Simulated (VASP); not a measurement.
Write the native input for VASP 6.6.1 that does the following.

```
Task                   : single point
Functional             : PBE
Potentials or basis    : VASP PAW PBE potentials, release 64 (Si, W_sv)
Cutoff                 : 520 eV
k mesh                 : 14 × 14 × 3
Occupations            : gaussian, width 0.15 eV
Spin                   : no spin polarisation
Dipole correction      : no
Further INCAR settings : ALGO = Fast; EDIFF = 1e-06; NBANDS = 56
```

The structure of Si2W lies in POSCAR:

```
Si2W
1.0
   -3.2289953163      0.0000000000      0.0000000000
    0.0000000000     -3.2289953163      0.0000000000
   -0.6457990633      0.0000000000     15.7336556345
Si W
8 4
Direct
    0.4415425595      0.5000000000      0.2922872027
    0.9915425595      1.0000000000      0.0422872027
    0.3415425595      0.5000000000      0.7922872027
    0.8915425595      1.0000000000      0.5422872027
    0.4084574405      0.5000000000      0.4577127973
    0.9584574405      1.0000000000      0.2077127973
    0.3084574405      0.5000000000      0.9577127973
    0.8584574405      1.0000000000      0.7077127973
    0.3750000000      0.5000000000      0.6250000000
    0.9250000000      1.0000000000      0.3750000000
    0.4750000000      0.5000000000      0.1250000000
    0.8250000000      1.0000000000      0.8750000000
```

These files were run (other wordings do the same):

INCAR

```
PREC = Accurate ; ENCUT = 520
EDIFF = 1E-6 ; ISMEAR = 0
SIGMA = 0.15 ; LREAL = False
LASPH = True ; NELM = 80
ALGO = Fast ; ISIF = 2
LWAVE = False ; LCHARG = False
GGA = PE ; NBANDS = 56
```

KPOINTS

```
regular mesh
0
Gamma
  14 14 3
```

Potentials or basis: VASP PAW PBE potentials, release 64 (Si, W_sv).

Run with:

```sh
$ cat potpaw_PBE.64/Si/POTCAR potpaw_PBE.64/W_sv/POTCAR > POTCAR
$ mpirun -np 1 vasp_std > vasp.out
```

Results of the run:

The pressure is 1.9 GPa and the largest force is 2.262 eV/Å. The band gap on the k mesh is zero (bands 44 and 45 overlap by 0.98 eV).

Caveat: spin-orbit coupling is left out, which moves the levels of the heavy elements; forces of over 1 eV/Å act on the atoms, so gaps and moduli don't describe the material at rest.

Wall time 42 min on 1 thread of Oxide Virtual Turin-like Processor, on a shared host, peak memory 1 GiB.
